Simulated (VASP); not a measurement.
A run of VASP 6.6.1 is set up as follows.

Contents of INCAR:

```
PREC     = Accurate       # precision mode
ENCUT    = 520            # plane-wave cutoff, eV
EDIFF    = 1E-7           # SCF threshold, eV
ISMEAR   = 0              # smearing method
SIGMA    = 0.1            # smearing width, eV
LREAL    = False          # projectors in reciprocal space
LASPH    = True           # aspherical terms in the spheres
NELM     = 60             # most SCF steps
ALGO     = Fast           # electronic algorithm
ISIF     = 2              # what is computed and relaxed
LWAVE    = False          # write WAVECAR
LCHARG   = False          # write CHGCAR
GGA      = PE             # functional
NBANDS   = 20             # bands
```

File KPOINTS:

```
regular mesh
0
Gamma
  12 12 18
```

The input POSCAR:

```
K2Os
1.0
    5.7391530044      0.0000000000      0.0000000000
   -2.8695765022      4.9702522980      0.0000000000
    0.0000000000      0.0000000000      2.6758151881
K Os
2 1
Direct
    0.3333333333      0.6666666667      0.5000000000
    0.6666666667      0.3333333333      0.5000000000
    0.0000000000      0.0000000000      0.0000000000
```

Potentials or basis: VASP PAW PBE potentials, release 64 (K_sv, Os).

Run with:

```bash
$ cat potpaw_PBE.64/K_sv/POTCAR potpaw_PBE.64/Os/POTCAR > POTCAR
$ mpirun -np 1 vasp_std > vasp.out
```

Problem. Predict the band gap on the k mesh.

Solution. Zero (bands 13 and 14 overlap by 1.73 eV).

Problem. Predict the pressure.

Solution. 0.1 GPa.

Stress tensor (GPa, compression positive):
```
-0.01  0.00  0.00
 0.00 -0.01  0.00
 0.00  0.00  0.41
```

Caveat: spin-orbit coupling is left out, which moves the levels of the heavy elements.
